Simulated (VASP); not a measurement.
# C: single point with revPBE

The system is C.

```
C
1.0
    -1.26727    1.26727    1.79217
     1.26727   -1.26727    1.79217
     1.26728    1.26728   -1.79217
C
2
Cartesian
  2.5345 0.0000 0.0000
  0.0000 1.2673 0.8961
```

```yaml
Program: VASP 6.6.1
Task: single point
Functional: revPBE
Potentials_or_basis: VASP PAW PBE potentials, release 64 (C)
Cutoff: 600 eV
k_mesh: 17 × 17 × 19
Occupations: fermi-dirac, width 0.1 eV
Spin: no spin polarisation
Dipole_correction: no
Further_INCAR_settings: ALGO = Normal; EDIFF = 1e-06; NBANDS = 11; ISYM = 0
```

```
Pressure               : -0.2 GPa
Band gap on the k mesh : 4.09 eV (least direct gap 5.55 eV)
```

Levels at points of the mesh, in eV from the valence-band top:
```
           k point  band 1  band 2  band 3  band 4  band 5  band 6  band 7  band 8  band 9
(0.00, 0.00, 0.00)  -21.34    0.00    0.00    0.00    5.55    5.55    5.55   12.95   19.19
```

Run time: 2.5 min on 1 thread of Oxide Virtual Turin-like Processor, on a shared host, peak memory 0.38 GiB.

Caveat: the PAW data sets were made with another functional, which shifts forces and pressure a little; an odd mesh through Γ misses points on the zone boundary, where band edges can lie.
